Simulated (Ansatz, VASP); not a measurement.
## F: VASP beside Ansatz

```
F
1.0
    -1.25553    1.25553    1.25553
     1.25553   -1.25553    1.25553
     1.25553    1.25553   -1.25553
F
1
Direct
  0.00000 0.00000 0.00000
```

Change from the starting cell: volume scaled by 0.78, PAW files.

Alike in both runs: task single point; functional PBE; k mesh 18 × 18 × 18; occupations fermi-dirac, width 0.08 eV; no spin polarisation.

```csv
,VASP,Ansatz
version,VASP 6.6.1,Ansatz 0.2.0
potentials or method,"VASP PAW PBE potentials, release 64 (F)","PAW with Ansatz's default frozen-core files, scalar-relativistic"
plane-wave cutoff (eV),520,420
valence electrons in the cell,7,7
```

Ansatz gave:

```
pressure (GPa) : 25.1
```

Question: Estimate VASP's values.

Answer: Pressure (GPa): 24.1.
